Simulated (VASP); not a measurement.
Runs of VASP 6.6.1 on LiH. The structure is that of space group Fm-3m (No. 225), or close to it. The cells are those of the table. 

```tsv
task	cell	gap on the mesh (eV)	pressure (GPa)
single point	a = 2.613 Å, angles 60.0°, 2 atoms	2.30	9.8
relaxation of cell and atoms	relaxed from a = 2.880 Å, angles 60.0°, 2 atoms	(a)	-0.7
relaxation of cell and atoms	relaxed to 10 GPa from a = 2.880 Å, angles 60.0°, 2 atoms	2.29	10.5
single point	a = 2.513 Å, angles 60.0°, 2 atoms	2.11	19.8
relaxation of cell and atoms	relaxed to 20 GPa from a = 2.880 Å, angles 60.0°, 2 atoms	2.09	20.9
single point	a = 2.383 Å, angles 60.0°, 2 atoms	1.79	39.7
single point	a = 2.776 Å, angles 60.0°, 2 atoms	2.53	-0.1
relaxation of cell and atoms	relaxed to 40 GPa from a = 2.880 Å, angles 60.0°, 2 atoms	(b)	40.9
relaxation of cell and atoms	relaxed to 30 GPa from a = 2.880 Å, angles 60.0°, 2 atoms	1.93	31.0
single point	a = 2.440 Å, angles 60.0°, 2 atoms	1.94	29.8
```

Alike in all rows: level LDA; potentials or basis VASP PAW LDA potentials, release 64 (Li_sv, H); no spin polarisation; k mesh 4 × 4 × 4; cutoff (eV) 750; smearing gaussian 0.01 eV.

Problem. Estimate the missing entries.

Solution. (a) 2.54; (b) 1.78.

Caveats: all runs use coarse meshes; the cell is relaxed towards a set pressure, so the run minimises the enthalpy, not the energy (at least some runs).

A k mesh can miss the band edges.
